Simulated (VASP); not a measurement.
Set up this calculation in VASP 6.6.1, as the native input.

```
Task                   : single point
Functional             : LDA
Potentials or basis    : VASP PAW LDA potentials, release 64 (Cs_sv, Sr_sv, F)
Cutoff                 : 520 eV
k mesh                 : 6 × 6 × 6
Occupations            : gaussian, width 0.05 eV
Spin                   : no spin polarisation
Dipole correction      : no
Further INCAR settings : ALGO = Normal; EDIFF = 1e-06; NBANDS = 28
```

The structure of CsSrF3 lies in POSCAR:

```
CsSrF3
1.0
    4.9222907805      0.9312442017      0.9312442017
    0.9312442017      4.9222907805      0.9312442017
    0.9312442017      0.9312442017      4.9222907805
Cs Sr F
1 1 3
Direct
    0.0000000000      0.0000000000      0.0000000000
    0.5000000000      0.5000000000      0.5000000000
    0.0000000000      0.5000000000      0.5000000000
    0.5000000000      0.0000000000      0.5000000000
    0.5000000000      0.5000000000      0.0000000000
```

This cell differs from its parent crystal: ratio of the length along [111] to the lengths across it x 1.7, volume and fractional coordinates fixed.

One way to write it, as run:

INCAR

```
SYSTEM = CsSrF3
ALGO     = Normal         ! electronic algorithm
EDIFF    = 1E-6           ! SCF threshold, eV
ENCUT    = 520            ! plane-wave cutoff, eV
ISIF     = 2              ! what is computed and relaxed
ISMEAR   = 0              ! smearing method
LASPH    = .TRUE.         ! aspherical terms in the spheres
LCHARG   = .FALSE.        ! write CHGCAR
LREAL    = .FALSE.        ! projectors in reciprocal space
LWAVE    = .FALSE.        ! write WAVECAR
NBANDS   = 28             ! bands
NELM     = 80             ! most SCF steps
PREC     = Accurate       ! precision mode
SIGMA    = 0.05           ! smearing width, eV
```

KPOINTS

```
k-points
0
G
  6 6 6
  0 0 0
```

Potentials or basis: VASP PAW LDA potentials, release 64 (Cs_sv, Sr_sv, F).

Run with:

```bash
$ cat potpaw_LDA.64/Cs_sv/POTCAR potpaw_LDA.64/Sr_sv/POTCAR potpaw_LDA.64/F/POTCAR > POTCAR
$ mpirun -np 1 vasp_std > vasp.out
```

It gave:

The pressure is -3.2 GPa and the band gap on the k mesh is 3.50 eV, direct.

Caveat: spin-orbit coupling is left out, which moves the levels of the heavy elements.

Wall time 75 s on 1 thread of Intel(R) Xeon(R) 6975P-C (Granite Rapids), on a shared host, peak memory 0.26 GiB.
